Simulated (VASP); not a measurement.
# RhN (P-6m2) in VASP: notebook

Aim: see how the results for RhN move with the level of theory and the settings. Levels: PBEsol+U, PBE+U. Tasks: single point.

All numbers are computed with VASP 6.6.1; they aren't measurements. Logs are shortened: lines on timing, memory, paths and dates and some standing lists are left out, and cuts for length are marked.

## Step 1: The cell of the first run

The structure is hexagonal, space group P-6m2 (No. 187). Conventional cell: a = 2.963 Å, b = 2.963 Å, c = 2.892 Å, α = 90.00°, β = 90.00°, γ = 120.00°. Within 3.0 Å of Rh (site symmetry -6m2) lie 6 N at 2.24 Å and 8 Rh at 2.89 to 2.96 Å. N (site symmetry -6m2) has 6 Rh at 2.24 Å and 8 N at 2.89 to 2.96 Å within 3.0 Å.

## Step 2: Single point, PBEsol+U, collinear spin, ferromagnetic start

File INCAR:

```
SYSTEM = RhN
  PREC = Accurate
  ENCUT = 520
  EDIFF = 1E-6
  ISMEAR = 0
  SIGMA = 0.05
  LREAL = .FALSE.
  LASPH = .TRUE.
  NELM = 150
  ALGO = Normal
  ISIF = 2
  LWAVE = .FALSE.
  LCHARG = .FALSE.
  ISPIN = 2
  MAGMOM = 0.6 0
  LORBIT = 11
  LMAXMIX = 4
  LDAU = .TRUE.
  LDAUTYPE = 2
  LDAUL = 2 -1
  LDAUU = 5 0
  LDAUJ = 0 0
  LDAUPRINT = 1
  GGA = PS
  NBANDS = 21
```

File KPOINTS:

```
regular mesh
0
G
  7 7 7
  0 0 0
```

File POSCAR:

```
RhN
1.0
    2.9628278700      0.0000000000      0.0000000000
   -1.4814139400      2.5658842000      0.0000000000
    0.0000000000      0.0000000000      2.8915732100
Rh N
1 1
Direct
    0.0000000000      0.0000000000      0.0000000000
    0.6666666667      0.3333333333      0.5000000000
```

Potentials or basis: VASP PAW PBE potentials, release 64 (Rh_pv, N).

On the command line:

```console
$ cat potpaw_PBE.64/Rh_pv/POTCAR potpaw_PBE.64/N/POTCAR > POTCAR
$ mpirun -np 1 vasp_std > vasp.out
```

OUTCAR:

```text
SYSTEM = RhN
   PREC = Accurate
   ENCUT = 520
   EDIFF = 1E-6
   ISMEAR = 0
   LREAL = .FALSE.
   LASPH = .TRUE.
   NELM = 150
   ISIF = 2
   ISPIN = 2
   LORBIT = 11
   GGA = PS

 ion  position               nearest neighbor table
   1  0.000  0.000  0.000-   2 2.24   2 2.24   2 2.24   2 2.24   2 2.24   2 2.24
   2  0.667  0.333  0.500-   1 2.24   1 2.24   1 2.24   1 2.24   1 2.24   1 2.24

  LATTYP: Found a hexagonal cell.
 ALAT       =     2.9628278700
 C/A-ratio  =     0.9759504557

  Lattice vectors:

 A1 = (   2.9628278700,   0.0000000000,   0.0000000000)
 A2 = (  -1.4814139400,   2.5658842000,   0.0000000000)
 A3 = (   0.0000000000,   0.0000000000,   2.8915732100)

Analysis of symmetry for initial positions (statically):
=====================================================================
 Subroutine PRICEL returns:
 Original cell was already a primitive cell.

 Routine SETGRP: Setting up the symmetry group for a
 hexagonal supercell.

 Subroutine GETGRP returns: Found 12 space group operations
 (whereof 12 operations were pure point group operations)
 out of a pool of 24 trial point group operations.

The static configuration has the point symmetry D_3h.

Analysis of symmetry for dynamics (positions and initial velocities):
=====================================================================
 Subroutine PRICEL returns:
 Original cell was already a primitive cell.

 Routine SETGRP: Setting up the symmetry group for a
 hexagonal supercell.

 Subroutine GETGRP returns: Found 12 space group operations
 (whereof 12 operations were pure point group operations)
 out of a pool of 24 trial point group operations.

The dynamic configuration has the point symmetry D_3h.

Analysis of structural, dynamic, and magnetic symmetry:
=====================================================================
 Subroutine PRICEL returns:
 Original cell was already a primitive cell.

 Routine SETGRP: Setting up the symmetry group for a
 hexagonal supercell.

 Subroutine GETGRP returns: Found 12 space group operations
 (whereof 12 operations were pure point group operations)
 out of a pool of 24 trial point group operations.

The overall configuration has the point symmetry D_3h.

 Subroutine INISYM returns: Found 12 space group operations
 (whereof 12 operations are pure point group operations),
 and found     1 'primitive' translations

----------------------------------------------------------------------------------------

                                     Primitive cell

  volume of cell :      21.9825

  direct lattice vectors                    reciprocal lattice vectors
     2.962827870  0.000000000  0.000000000     0.337515389  0.194864601  0.000000000
    -1.481413940  2.565884200  0.000000000     0.000000000  0.389729201  0.000000000
     0.000000000  0.000000000  2.891573210     0.000000000  0.000000000  0.345832503

  length of vectors
     2.962827870  2.962827870  2.891573210     0.389729201  0.389729201  0.345832503

  position of ions in fractional coordinates (direct lattice)
     0.000000000  0.000000000  0.000000000
     0.666666667  0.333333333  0.500000000

  ion indices of the primitive-cell ions
   primitive index   ion index
                 1           1
                 2           2

----------------------------------------------------------------------------------------

 KPOINTS: regular mesh

Automatic generation of k-mesh.
 Grid dimensions read from file:
 generate k-points for:    7    7    7

 Generating k-lattice:

  Cartesian coordinates                     Fractional coordinates (reciprocal lattice)
[... 59 lines left out ...]
   NELM   =    150;   NELMIN=  2; NELMDL= -5     # of ELM steps
   EDIFF  = 0.1E-05   stopping-criterion for ELM
   LREAL  =      F    real-space projection
   EDIFFG = 0.1E-04   stopping-criterion for IOM
   NSW    =      0    number of steps for IOM
   IBRION =     -1    ionic relax: 0-MD 1-quasi-New 2-CG
   NFREE  =      0    steps in history (QN), initial steepest desc. (CG)
   ISIF   =      2    stress and relaxation
   ISYM   =      2    0-nonsym 1-usesym 2-fastsym
   POTIM  = 0.5000    time-step for ionic-motion
   TEBEG  =    0.0;   TEEND  =   0.0 temperature during run
   PSTRESS=    0.0 pullay stress
   NELECT =      20.0000    total number of electrons
   NUPDOWN=      -1.0000    fix difference up-down
   EMIN   =  10.00;   EMAX   =-10.00  energy-range for DOS
   EFERMI =   0.00;   METHOD = LEGACY
   ISMEAR =     0;   SIGMA  =   0.05  broadening in eV -4-tet -1-fermi 0-gaus
   EFERMI_NEDOS =   21; number of points for ismear=-14 and -15
   IALGO  =     38    algorithm
   IMIX   =      4    mixing-type and parameters
     AMIX     =   0.40;   BMIX     =  1.00
     AMIX_MAG =   1.60;   BMIX_MAG =  1.00
  volume/ion in A,a.u.               =      10.99        74.17
  Fermi-wavevector in a.u.,A,eV,Ry     =   1.586325  2.997720 34.238085  2.516428
  Thomas-Fermi vector in A             =   2.685654
   LORBIT       =     11    0 simple, 1 ext, 2 COOP (PROOUT), +10 PAW based schemes
 LDA+U is selected, type is set to LDAUTYPE =  2
   angular momentum for each species LDAUL =     2   -1
   U (eV)           for each species LDAUU =   5.0  0.0
   J (eV)           for each species LDAUJ =   0.0  0.0
   GGA     = PS    functional components
   LHFCALC =     F    Hartree Fock is set to
   AEXX    =    0.0000 exact exchange contribution
   IVDW    =     0    specifies the selected vdW correction
   LEPSILON=     F    determine dielectric tensor
   LRPA    =     F    only Hartree local field effects (RPA)
 spin polarized calculation
 Gauss-broadening in eV      SIGMA  =   0.05
  energy-cutoff  :      520.00
  volume of cell :       21.98
 maximum number of plane-waves:       617
 NGX is ok and might be reduce to    24
   NGX = 11   NGY = 11   NGZ = 11

 number of electron      19.9999996 magnetization       0.0013016

atom =   1  type =  1  l = 2

 onsite density matrix

spin component  1

  0.8285 -0.0000  0.0000 -0.0000  0.0000
 -0.0000  0.5237  0.0000 -0.0000 -0.0000
  0.0000  0.0000  0.9246 -0.0000 -0.0000
 -0.0000 -0.0000 -0.0000  0.5237 -0.0000
  0.0000 -0.0000 -0.0000 -0.0000  0.8285

spin component  2

  0.8286 -0.0000  0.0000 -0.0000  0.0000
 -0.0000  0.5239  0.0000 -0.0000 -0.0000
  0.0000  0.0000  0.9246 -0.0000 -0.0000
 -0.0000 -0.0000 -0.0000  0.5239 -0.0000
  0.0000 -0.0000 -0.0000 -0.0000  0.8286

 occupancies and eigenvectors

  o =  0.5237  v =  0.0000  0.8490  0.0000  0.5284 -0.0000  0.0000  0.0000  0.0000  0.0000  0.0000      0.0000  0.0000  0.0000  0.0000  0.0000  0.0000  0.0000  0.0000  0.0000  0.0000
  o =  0.5237  v = -0.0000  0.5284  0.0000 -0.8490 -0.0000  0.0000  0.0000  0.0000  0.0000  0.0000      0.0000  0.0000  0.0000  0.0000  0.0000  0.0000  0.0000  0.0000  0.0000  0.0000
  o =  0.5239  v =  0.0000  0.0000  0.0000  0.0000  0.0000  0.0000  0.8490  0.0000  0.5284 -0.0000      0.0000  0.0000  0.0000  0.0000  0.0000  0.0000  0.0000  0.0000  0.0000  0.0000
  o =  0.5239  v =  0.0000  0.0000  0.0000  0.0000  0.0000 -0.0000  0.5284  0.0000 -0.8490 -0.0000      0.0000  0.0000  0.0000  0.0000  0.0000  0.0000  0.0000  0.0000  0.0000  0.0000
  o =  0.8285  v = -0.1184  0.0000  0.0000 -0.0000  0.9930  0.0000  0.0000  0.0000  0.0000  0.0000      0.0000  0.0000  0.0000  0.0000  0.0000  0.0000  0.0000  0.0000  0.0000  0.0000
  o =  0.8285  v =  0.9930  0.0000 -0.0000 -0.0000  0.1184  0.0000  0.0000  0.0000  0.0000  0.0000      0.0000  0.0000  0.0000  0.0000  0.0000  0.0000  0.0000  0.0000  0.0000  0.0000
  o =  0.8286  v =  0.0000  0.0000  0.0000  0.0000  0.0000 -0.0860  0.0000  0.0000  0.0000  0.9963      0.0000  0.0000  0.0000  0.0000  0.0000  0.0000  0.0000  0.0000  0.0000  0.0000
  o =  0.8286  v =  0.0000  0.0000  0.0000  0.0000  0.0000  0.9963  0.0000 -0.0000  0.0000  0.0860      0.0000  0.0000  0.0000  0.0000  0.0000  0.0000  0.0000  0.0000  0.0000  0.0000
  o =  0.9246  v = -0.0000  0.0000 -1.0000  0.0000  0.0000  0.0000  0.0000  0.0000  0.0000  0.0000      0.0000  0.0000  0.0000  0.0000  0.0000  0.0000  0.0000  0.0000  0.0000  0.0000
  o =  0.9246  v =  0.0000  0.0000  0.0000  0.0000  0.0000 -0.0000  0.0000 -1.0000  0.0000  0.0000      0.0000  0.0000  0.0000  0.0000  0.0000  0.0000  0.0000  0.0000  0.0000  0.0000

 number of electron      19.9999996 magnetization      -0.0004409

 Free energy of the ion-electron system (eV)
  ---------------------------------------------------
  ext. energy  EPLUGINS =         0.00000000
  ---------------------------------------------------
  free energy    TOTEN  =       -10.08417616 eV

  energy without entropy =      -10.08372412  energy(sigma->0) =      -10.08395014

 E-fermi :   8.7703     XC(G=0): -13.3126

 val. band max:        8.7098644046   @ k =   0.2857   0.2857   0.1429
 cond. band min:       8.8308157539   @ k =   0.4286   0.1429   0.4286
 fundamental gap:      0.1209513493
 Fermi energy:         8.7702687412

 spin component 1

 k-point     1 :       0.0000    0.0000    0.0000
  band No.  band energies     occupation
      1     -37.3008      1.00000
      2     -36.8041      1.00000
      3     -36.8041      1.00000
      4      -7.1882      1.00000
      5       3.0622      1.00000
      6       3.9580      1.00000
[... 1145 lines left out ...]
     20      35.5611      0.00000
     21      36.8412      0.00000

 [... further k-points ...]
[... 5 lines left out ...]
  --------------------------------------------------------------------------------------
  -------------------------------------------------------------------------------------
  Total       -3.4518558     -3.4518557     -3.9284068      0.0000000     -0.0000000      0.0000000
  in kB     -251.5854701   -251.5854696   -286.3184742      0.0000005     -0.0000000      0.0000000
  external PRESSURE =    -263.1631380 kB  Pullay stress =       0.0000000 kB

 VOLUME and BASIS-vectors are now :
 -----------------------------------------------------------------------------
  energy-cutoff  :      520.00
  volume of cell :       21.98
      direct lattice vectors                 reciprocal lattice vectors
     2.962827870  0.000000000  0.000000000     0.337515389  0.194864601  0.000000000
    -1.481413940  2.565884200  0.000000000     0.000000000  0.389729201  0.000000000
     0.000000000  0.000000000  2.891573210     0.000000000  0.000000000  0.345832503

 POSITION                                       TOTAL-FORCE (eV/Angst)
 -----------------------------------------------------------------------------------
      0.00000      0.00000      0.00000        -0.000000      0.000000      0.000000
      1.48141      0.85529      1.44579         0.000000     -0.000000      0.000000
 -----------------------------------------------------------------------------------
    total drift:                               -0.000000      0.000000      0.000000

  FREE ENERGIE OF THE ION-ELECTRON SYSTEM (eV)
  ---------------------------------------------------
  free  energy   TOTEN  =       -10.0841761577 eV

  energy  without entropy=      -10.0837241209  energy(sigma->0) =      -10.08395014

 total charge

# of ion       s       p       d       tot
------------------------------------------
    1        0.279   6.231   7.208  13.718
    2        1.264   2.209   0.000   3.473
--------------------------------------------------
tot          1.543   8.440   7.208  17.191

 magnetization (x)

# of ion       s       p       d       tot
------------------------------------------
    1       -0.000  -0.000  -0.000  -0.000
    2        0.000   0.000   0.000   0.000
--------------------------------------------------
tot         -0.000   0.000  -0.000  -0.000
```

Wall time 17 s (1 thread of Intel Xeon 6975P-C (Granite Rapids), shared host); peak memory 0.16 GiB.

What came out:

```yaml
Free_energy: -10.0842 eV
Pressure: -26.3 GPa
Band_gap_on_the_k_mesh: zero (filled and empty bands overlap)
Net_moment: 0.00 μB per cell
Valence_electrons_inside_the_program's_atomic_spheres: Rh 13.72; N 3.47
```

Eigenvalues of the final occupation matrices:
```
    site  spin  trace               eigenvalues
site 1 d     1   3.63  0.52 0.52 0.83 0.83 0.92
site 1 d     2   3.63  0.52 0.52 0.83 0.83 0.92
```

Caveat: the PAW data sets were made with another functional, which shifts forces and pressure a little. The state reached can hang on the start; a lower one may exist.

(Continued in part 2 of 2.)
